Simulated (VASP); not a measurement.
# CdS: single point with PBEsol+D4

CdS:

```xyz
2
Lattice="4.1246 0.0000 0.0000 2.0623 3.5720 0.0000 2.0623 1.1907 3.3677" Properties=species:S:1:pos:R:3 pbc="T T T"
Cd    0.0491   -0.0212   -0.0588
S     6.1302    3.5736    2.5441
```

This cell differs from its parent crystal: atoms moved at random.

| Property | Result |
| --- | --- |
| Program | VASP 6.6.1 |
| Task | single point |
| Functional | PBEsol |
| Dispersion | D4 |
| Potentials or basis | VASP PAW PBE potentials, release 64 (Cd, S) |
| Cutoff | 520 eV |
| k mesh | 8 × 8 × 8 |
| Occupations | tetrahedron |
| Spin | no spin polarisation |

```json
{"Pressure": "-0.5 GPa", "Largest force": "0.823 eV/Å", "Band gap on the k mesh": "1.01 eV", "Dispersion energy per atom": "-0.185 eV"}
```

Forces on the atoms (eV/Å):
```
Cd  -0.682  0.239  0.394
S    0.682 -0.239 -0.394
```

Stress tensor (GPa, compression positive):
```
 1.10 -2.33 -1.44
-2.33 -0.26  0.54
-1.44  0.54 -2.47
```

Levels at points of the mesh, in eV from the valence-band top:
```tsv
k point	band 5	band 6	band 7	band 8	band 9	band 10	band 11	band 12	band 13	band 14
(0.00, 0.00, 0.00)	-7.29	-7.28	-0.10	0.00	0.00	1.01	6.40	6.41	6.53	11.15
(0.50, 0.00, 0.00)	-7.26	-6.95	-4.75	-0.94	-0.81	3.04	6.88	7.14	7.41	10.77
(0.00, 0.50, 0.00)	-7.23	-6.90	-4.51	-0.95	-0.62	2.88	6.56	7.24	7.30	10.81
(0.00, 0.00, 0.50)	-7.23	-6.88	-4.34	-0.87	-0.59	2.77	6.54	7.10	7.23	10.87
(0.50, 0.50, 0.50)	-7.23	-6.89	-4.39	-0.91	-0.59	2.80	6.54	7.16	7.25	10.85
(0.50, 0.50, 0.00)	-7.20	-6.84	-4.02	-1.94	-1.92	3.32	4.26	9.04	10.49	10.84
(0.00, 0.50, 0.50)	-7.20	-6.84	-4.04	-1.93	-1.91	3.33	4.23	9.04	10.56	10.78
(0.50, 0.00, 0.50)	-7.20	-6.84	-4.05	-1.94	-1.90	3.34	4.22	9.04	10.58	10.76
```

Run time: 4.9 min on 1 thread of AMD EPYC 7R13 (shared host), peak memory 0.3 GiB.

Caveat: the cell differs from its parent crystal (atoms moved at random); the PAW data sets were made with another functional, which shifts forces and pressure a little.
